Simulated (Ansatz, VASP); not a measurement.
## NiO in VASP and in Ansatz

File POSCAR:

```
NiO
1.0
    0.0000000000      1.7018302087      4.7931152505
   -1.4738281937     -0.8509151044      4.7931152505
    1.4738281937     -0.8509151044      4.7931152505
Ni O
2 2
Direct
    0.5000000000     -0.5000000000      0.5000000000
    1.0000000000      0.0000000000      1.0000000000
    0.2500000000      0.2500000000      0.2500000000
    0.7500000000      0.7500000000      0.7500000000
```

INCAR.step1

```
ALGO = Normal
EDIFF = 1E-4
ENCUT = 520
GGA = PE
ISMEAR = 0
ISPIN = 2
LASPH = T
LCHARG = F
LMAXMIX = 4
LREAL = F
LWAVE = T
MAGMOM = 1.73 -1.73 0 0
NBANDS = 28
NELM = 150
PREC = Accurate
SIGMA = 0.05
```

Contents of INCAR.step2:

```
ALGO = Normal
EDIFF = 1E-7
ENCUT = 520
ISIF = 2
ISMEAR = 0
ISPIN = 2
ISTART = 1
LASPH = T
LCHARG = F
LMAXMIX = 4
LMIXTAU = T
LORBIT = 11
LREAL = F
LWAVE = F
MAGMOM = 1.73 -1.73 0 0
METAGGA = R2SCAN
NBANDS = 28
NELM = 150
PREC = Accurate
SIGMA = 0.05
```

Contents of KPOINTS:

```
k-points
0
Gamma
  10 10 10
```

Input for Ansatz:

```yaml
crystal:
  lattice:
    - [0.0, 1.7018302087, 4.7931152505]
    - [-1.4738281937, -0.8509151044, 4.7931152505]
    - [1.4738281937, -0.8509151044, 4.7931152505]
  atoms:
    - { symbol: Ni, position: [0.5, -0.5, 0.5], spin: 1.73 }
    - { symbol: O, position: [0.25, 0.25, 0.25] }
    - { symbol: Ni, position: [1.0, 0.0, 1.0], spin: -1.73 }
    - { symbol: O, position: [0.75, 0.75, 0.75] }
basis:
  ecutwfc: 500
  ecutrho_ratio: 4
kpoints:
  mp_grid: { grid: [10, 10, 10] }
  band_path:
    path:
      - [[0.0, 0.0, 0.0], [1.0, 1.0, 1.0], [1.0, 0.75071042, 1.24928958]]
      - [[0.24928958, 0.0, 0.75071042], [0.5, 0.0, 0.5], [0.0, 0.0, 0.0], [0.0, -0.37535521, 0.37535521]]
      - [[0.62464479, 0.37535521, 1.0], [0.5, 0.5, 1.0], [0.0, 0.0, 0.0]]
    npoints: 14
hamiltonian:
  xc: r2scan
scf:
  occupations: { method: gaussian, width: 0.05 }
  n_extra_bands: 18
output:
  forces: true
  stress: true
  eigenvalues: true
  populations: true
  dos: { projected: true, de: 0.02, nscf_kmesh: { grid: [15, 15, 15] } }
  bader: true
magnetization:
  spin_polarized: true
checkpoint:
  read: start.run
  write: ck
  compress: false
  write_wavefunctions: false
  write_every: 100000
```

Alike in both runs: task single point; functional r2SCAN; k mesh 10 × 10 × 10; occupations gaussian, width 0.05 eV; collinear spin.

|  | VASP | Ansatz |
| --- | --- | --- |
| version | VASP 6.6.1 | Ansatz 0.2.0 |
| potentials or method | VASP PAW PBE potentials, release 64 (Ni, O), cutoff 520 eV | scalar-relativistic, plane waves, PAW |
| valence electrons in the cell | 32 | 48 |

|  | VASP | Ansatz | Ansatz less VASP |
| --- | --- | --- | --- |
| gap on the k mesh at the Fermi level (eV) | 2.31 | 2.39 | +0.075 |
| least direct gap on the mesh (eV) | 2.56 | 2.61 | +0.052 |
| pressure (GPa) | 0.0 | 0.0 | -0.04 |
| net moment per atom (μB) | 0.00 | 0.00 | 0.000 |
| size of the moment on the site where the two differ most (μB) | 1.56 | 1.57 | +0.016 |

VASP's potentials were made for PBE, not for r2SCAN. Site moments also hang on the region over which each program counts them. The functional is the same, so the differences come from potentials, cutoffs and numerics. VASP's potentials hold 32 valence electrons a cell and Ansatz's 48, so a difference there can come from the potentials and not from the codes. Ansatz's warnings: stability check not made.
